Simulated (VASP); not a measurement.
Zr, 2 atoms in the cell. The typed cell holds 2 atoms: a = 3.291 Å, b = 3.177 Å, c = 5.050 Å, α = 90.91°, β = 87.85°, γ = 121.09°. 

| Item | Value |
| --- | --- |
| Program | VASP 6.6.1 |
| Task | single point |
| Functional | revPBE |
| Potentials or basis | VASP PAW PBE potentials, release 64 (Zr_sv) |
| Cutoff | 520 eV |
| k mesh | 7 × 7 × 4 |
| Occupations | methfessel-paxton, width 0.05 eV |
| Spin | no spin polarisation |
| Dipole correction | no |
| Further INCAR settings | ALGO = Normal; EDIFF = 1e-06; NBANDS = 19 |

Potentials or basis: VASP PAW PBE potentials, release 64 (Zr_sv).

The run is started by

```console
$ cat potpaw_PBE.64/Zr_sv/POTCAR > POTCAR
$ mpirun -np 1 vasp_std > vasp.out
```

Hardware: 1 thread of AMD EPYC 9R45 (Zen 5) (shared host).

Problem. How long does it take, and how much memory?

Solution. Wall time 32 s on 1 thread of AMD EPYC 9R45 (Zen 5), with other jobs on the host, peak memory 0.16 GiB. Counts: scf iterations 12, k points 99.
